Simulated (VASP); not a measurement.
# RbBr (Pmm2) in VASP: notebook

RbBr is run at these levels: PBE; tasks: single point.

Program: VASP 6.6.1. These are calculated values, not measurements. Logs are shortened: lines on timing, memory, paths and dates and some standing lists are left out, and cuts for length are marked.

**1. The cell of the first run**

The structure is orthorhombic, space group Pmm2 (No. 25). Conventional cell: a = 4.193 Å, b = 4.361 Å, c = 4.361 Å, α = 90.00°, β = 90.00°, γ = 90.00°. Within 4.5 Å of Rb (site symmetry mm2) lie 8 Br at 3.23 to 4.42 Å and 6 Rb at 4.19 to 4.36 Å. Br (site symmetry mm2) has 8 Rb at 3.23 to 4.42 Å and 6 Br at 4.19 to 4.36 Å within 4.5 Å.

**2. Single point, PBE (atoms displaced along a vibrational mode, the cell strained)**

Input file INCAR:

```
ALGO     = Normal         # electronic algorithm
EDIFF    = 1E-6           # SCF threshold, eV
ENCUT    = 520            # plane-wave cutoff, eV
GGA      = PE             # functional
ISIF     = 2              # what is computed and relaxed
ISMEAR   = 0              # smearing method
LASPH    = True           # aspherical terms in the spheres
LCHARG   = False          # write CHGCAR
LREAL    = False          # projectors in reciprocal space
LWAVE    = False          # write WAVECAR
NBANDS   = 15             # bands
NELM     = 60             # most SCF steps
PREC     = Accurate       # precision mode
SIGMA    = 0.05           # smearing width, eV
```

Input file KPOINTS:

```
k-points
0
Gamma
  6 6 6
```

Input file POSCAR:

```
RbBr
1.0
    4.3606181872      0.0000000000      0.0000000000
    0.0000000000      4.3606181872      0.0000000000
    0.0000000000      0.0000000000      4.1929021031
Rb Br
1 1
Direct
   -0.1157227195      0.0000000000      0.0000000000
    0.6237806148      0.5000000000      0.5000000000
```

Potentials or basis: VASP PAW PBE potentials, release 64 (Rb_sv, Br).

Launch:

```bash
> cat potpaw_PBE.64/Rb_sv/POTCAR potpaw_PBE.64/Br/POTCAR > POTCAR
> mpirun -np 1 vasp_std > vasp.out
```

OUTCAR:

```text
EDIFF = 1E-6
   ENCUT = 520
   GGA = PE
   ISIF = 2
   ISMEAR = 0
   LASPH = True
   LREAL = False
   NELM = 60
   PREC = Accurate

 ion  position               nearest neighbor table
   1  0.884  0.000  0.000-   2 3.23   2 3.23   2 3.23   2 3.23
   2  0.624  0.500  0.500-   1 3.23   1 3.23   1 3.23   1 3.23

  LATTYP: Found a simple tetragonal cell.
 ALAT       =     4.3606181872
 C/A-ratio  =     0.9615384615

  Lattice vectors:

 A1 = (   4.3606181872,   0.0000000000,   0.0000000000)
 A2 = (   0.0000000000,   4.3606181872,   0.0000000000)
 A3 = (   0.0000000000,   0.0000000000,   4.1929021031)

Analysis of symmetry for initial positions (statically):
=====================================================================
 Subroutine PRICEL returns:
 Original cell was already a primitive cell.

 Routine SETGRP: Setting up the symmetry group for a
 simple tetragonal supercell.

 Subroutine GETGRP returns: Found  4 space group operations
 (whereof  4 operations were pure point group operations)
 out of a pool of 16 trial point group operations.

The static configuration has the point symmetry C_2v.

Analysis of symmetry for dynamics (positions and initial velocities):
=====================================================================
 Subroutine PRICEL returns:
 Original cell was already a primitive cell.

 Routine SETGRP: Setting up the symmetry group for a
 simple tetragonal supercell.

 Subroutine GETGRP returns: Found  4 space group operations
 (whereof  4 operations were pure point group operations)
 out of a pool of 16 trial point group operations.

The dynamic configuration has the point symmetry C_2v.

 Subroutine INISYM returns: Found  4 space group operations
 (whereof  4 operations are pure point group operations),
 and found     1 'primitive' translations

----------------------------------------------------------------------------------------

                                     Primitive cell

  volume of cell :      79.7280

  direct lattice vectors                    reciprocal lattice vectors
     4.360618187  0.000000000  0.000000000     0.229325283  0.000000000  0.000000000
     0.000000000  4.360618187  0.000000000     0.000000000  0.229325283  0.000000000
     0.000000000  0.000000000  4.192902103     0.000000000  0.000000000  0.238498294
[... 83 lines left out ...]
   NELM   =     60;   NELMIN=  2; NELMDL= -5     # of ELM steps
   EDIFF  = 0.1E-05   stopping-criterion for ELM
   LREAL  =      F    real-space projection
[... 7 lines left out ...]
   TEBEG  =    0.0;   TEEND  =   0.0 temperature during run
   PSTRESS=    0.0 pullay stress
   NELECT =      16.0000    total number of electrons
   NUPDOWN=      -1.0000    fix difference up-down
   EMIN   =  10.00;   EMAX   =-10.00  energy-range for DOS
   EFERMI =   0.00;   METHOD = LEGACY
   ISMEAR =     0;   SIGMA  =   0.05  broadening in eV -4-tet -1-fermi 0-gaus
   EFERMI_NEDOS =   21; number of points for ismear=-14 and -15
   IALGO  =     38    algorithm
   IMIX   =      4    mixing-type and parameters
     AMIX     =   0.40;   BMIX     =  1.00
     AMIX_MAG =   1.60;   BMIX_MAG =  1.00
  volume/ion in A,a.u.               =      39.86       269.02
  Fermi-wavevector in a.u.,A,eV,Ry     =   0.958469  1.811243 12.499155  0.918662
  Thomas-Fermi vector in A             =   2.087579
   LORBIT       =      0    0 simple, 1 ext, 2 COOP (PROOUT), +10 PAW based schemes
   GGA     = PE    functional components
   LHFCALC =     F    Hartree Fock is set to
   AEXX    =    0.0000 exact exchange contribution
   IVDW    =     0    specifies the selected vdW correction
   LEPSILON=     F    determine dielectric tensor
   LRPA    =     F    only Hartree local field effects (RPA)
 non-spin polarized calculation
 Gauss-broadening in eV      SIGMA  =   0.05
  energy-cutoff  :      520.00
  volume of cell :       79.73
 maximum number of plane-waves:      2192
   NGX = 17   NGY = 17   NGZ = 15

 number of electron      16.0000001 magnetization

 Free energy of the ion-electron system (eV)
  ---------------------------------------------------
  ext. energy  EPLUGINS =         0.00000000
  ---------------------------------------------------
  free energy    TOTEN  =        -5.76381076 eV

  energy without entropy =       -5.76381076  energy(sigma->0) =       -5.76381076

 E-fermi :  -0.9876     XC(G=0):  -7.2640

 val. band max:       -1.3096429642   @ k =   0.0000   0.1667   0.5000
 cond. band min:       2.5050535627   @ k =   0.0000   0.0000   0.0000
 fundamental gap:      3.8146965269
 Fermi energy:        -0.9875906401

 k-point     1 :       0.0000    0.0000    0.0000
  band No.  band energies     occupation
      1     -26.2713      2.00000
      2     -13.8178      2.00000
      3     -10.3248      2.00000
      4     -10.3237      2.00000
      5     -10.2969      2.00000
      6      -1.6291      2.00000
      7      -1.5496      2.00000
      8      -1.3934      2.00000
      9       2.5051      0.00000
     10       4.2812      0.00000
     11       6.0221      0.00000
     12       7.9415      0.00000
     13       8.2645      0.00000
     14       8.7733      0.00000
[... 401 lines left out ...]
      2     -13.8187      2.00000
      3     -10.4055      2.00000
      4     -10.3698      2.00000
      5     -10.2214      2.00000
      6      -1.9835      2.00000
      7      -1.7481      2.00000
      8      -1.6718      2.00000
      9       3.7696      0.00000
     10       5.2818      0.00000
     11       6.0936      0.00000
     12       7.2085      0.00000
     13       7.6569      0.00000
     14       8.3476      0.00000
     15       9.6956      0.00000

 [... further k-points ...]

------------------------ aborting loop because EDIFF is reached ----------------------------------------

  FORCE on cell =-STRESS in cart. coord.  units (eV):
  Direction    XX          YY          ZZ          XY          YZ          ZX
  --------------------------------------------------------------------------------------
  -------------------------------------------------------------------------------------
  Total        0.4623632      1.2328402      1.5920244      0.0000000      0.0000000      0.0000000
  in kB        9.2914393     24.7745926     31.9925933      0.0000000      0.0000000      0.0000000
  external PRESSURE =      22.0195418 kB  Pullay stress =       0.0000000 kB

 VOLUME and BASIS-vectors are now :
 -----------------------------------------------------------------------------
  energy-cutoff  :      520.00
  volume of cell :       79.73
      direct lattice vectors                 reciprocal lattice vectors
     4.360618187  0.000000000  0.000000000     0.229325283  0.000000000  0.000000000
     0.000000000  4.360618187  0.000000000     0.000000000  0.229325283  0.000000000
     0.000000000  0.000000000  4.192902103     0.000000000  0.000000000  0.238498294

 POSITION                                       TOTAL-FORCE (eV/Angst)
 -----------------------------------------------------------------------------------
      3.85600      0.00000      0.00000         0.468134      0.000000      0.000000
      2.72007      2.18031      2.09645        -0.468134      0.000000      0.000000
 -----------------------------------------------------------------------------------
    total drift:                                0.000057     -0.000000     -0.000000

  FREE ENERGIE OF THE ION-ELECTRON SYSTEM (eV)
  ---------------------------------------------------
  free  energy   TOTEN  =        -5.7638107633 eV

  energy  without entropy=       -5.7638107633  energy(sigma->0) =       -5.76381076
```

OSZICAR:

```text
N       E                     dE             d eps       ncg     rms          rms(c)
DAV:   1     0.800350121089E+02    0.80035E+02   -0.63523E+03  1920   0.888E+02
DAV:   2    -0.101470477345E+00   -0.80136E+02   -0.74136E+02  2694   0.165E+02
DAV:   3    -0.594060864913E+01   -0.58391E+01   -0.58180E+01  2922   0.451E+01
DAV:   4    -0.607322437590E+01   -0.13262E+00   -0.13260E+00  2655   0.562E+00
DAV:   5    -0.607555528332E+01   -0.23309E-02   -0.23309E-02  2830   0.566E-01    0.345E+00
DAV:   6    -0.579778658750E+01    0.27777E+00   -0.28643E-01  2424   0.270E+00    0.234E+00
DAV:   7    -0.575541685330E+01    0.42370E-01   -0.17236E-01  2564   0.216E+00    0.104E+00
DAV:   8    -0.576277979427E+01   -0.73629E-02   -0.17962E-02  2253   0.832E-01    0.117E-01
DAV:   9    -0.576333763593E+01   -0.55784E-03   -0.13122E-03  2811   0.215E-01    0.853E-02
DAV:  10    -0.576377785770E+01   -0.44022E-03   -0.45207E-04  1976   0.142E-01    0.152E-02
DAV:  11    -0.576380736162E+01   -0.29504E-04   -0.41941E-05  2545   0.442E-02    0.810E-03
DAV:  12    -0.576381012740E+01   -0.27658E-05   -0.44199E-06  2389   0.160E-02    0.328E-03
DAV:  13    -0.576381076332E+01   -0.63592E-06   -0.13295E-06  2414   0.718E-03
   1 F= -.57638108E+01 E0= -.57638108E+01  d E =-.261811E-21
```

Wall time 69 s (1 thread of Intel Xeon 8259CL, shared host); peak memory 0.22 GiB.

What came out:

* Free energy: -5.7638 eV
* Pressure: 2.2 GPa
* Largest force: 0.468 eV/Å
* Band gap on the k mesh: 3.81 eV (least direct gap 3.90 eV)

Forces in eV/Å, atoms in the order of the input:
```
Rb   0.468  0.000  0.000
Br  -0.468  0.000  0.000
```

Stress tensor (GPa, compression positive):
```
0.93 0.00 0.00
0.00 2.48 0.00
0.00 0.00 3.20
```

Levels at points of the mesh, in eV from the valence-band top:
```csv
k point,band 6,band 7,band 8,band 9,band 10,band 11
"(0.00, 0.00, 0.00)",-0.32,-0.24,-0.08,3.81,5.59,7.33
"(0.50, 0.00, 0.00)",-1.27,-0.23,-0.07,6.23,6.82,7.33
"(0.00, 0.50, 0.00)",-1.40,-0.33,-0.05,5.90,6.22,7.46
"(0.50, 0.50, 0.00)",-1.06,-0.87,-0.22,5.58,6.53,8.37
"(0.00, 0.00, 0.50)",-1.42,-0.52,-0.03,6.01,6.29,7.80
"(0.50, 0.00, 0.50)",-1.10,-0.83,-0.39,5.71,6.30,8.11
"(0.00, 0.50, 0.50)",-0.83,-0.76,-0.07,5.67,7.20,8.00
"(0.50, 0.50, 0.50)",-0.92,-0.88,-0.83,6.55,6.64,8.35
```

Caveat: the cell differs from its parent crystal (atoms displaced along a vibrational mode, the cell strained). A k mesh can miss the band edges.

(Part 1 of 2 ends here.)
